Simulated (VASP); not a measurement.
**CuI: single point with PBE**

The system is CuI.

```
Cu I
1.0
     0.00000    3.02600    3.02600
     3.02600    0.00000    3.02600
     3.02600    3.02600    0.00000
Cu I
1 1
Direct
  0.00000 0.00000 0.00000
  0.25000 0.25000 0.25000
```

```json
{
 "Program": "VASP 6.6.1",
 "Task": "single point",
 "Functional": "PBE",
 "Potentials or basis": "VASP PAW PBE potentials, release 64 (Cu, I)",
 "Cutoff": "600 eV",
 "k mesh": "6 × 6 × 6",
 "Occupations": "gaussian, width 0.01 eV",
 "Spin": "no spin polarisation",
 "Dipole correction": "no",
 "Further INCAR settings": "ALGO = Normal; EDIFF = 1e-06; NBANDS = 16"
}
```

```json
{
 "Pressure": "0.6 GPa",
 "Band gap on the k mesh": "1.16 eV, direct"
}
```

Levels at points of the mesh, in eV from the valence-band top:
```tsv
k point	band 5	band 6	band 7	band 8	band 9	band 10	band 11	band 12	band 13	band 14
(0.00, 0.00, 0.00)	-1.87	-1.87	0.00	0.00	0.00	1.16	4.87	4.87	4.87	8.19
(0.50, 0.00, 0.00)	-1.85	-1.85	-1.80	-0.72	-0.72	2.16	5.40	5.40	7.41	9.14
(0.50, 0.50, 0.00)	-1.90	-1.81	-1.79	-1.52	-1.52	2.71	2.90	9.23	9.78	9.78
```

It took 25 s on 1 thread of AMD EPYC 7R43 64-Core Processor (Zen 3), with other jobs on the host, peak memory 0.18 GiB.

Caveat: spin-orbit coupling is left out, which moves the levels of the heavy elements. PBE gaps usually lie below the measured ones, often by a third to a half.
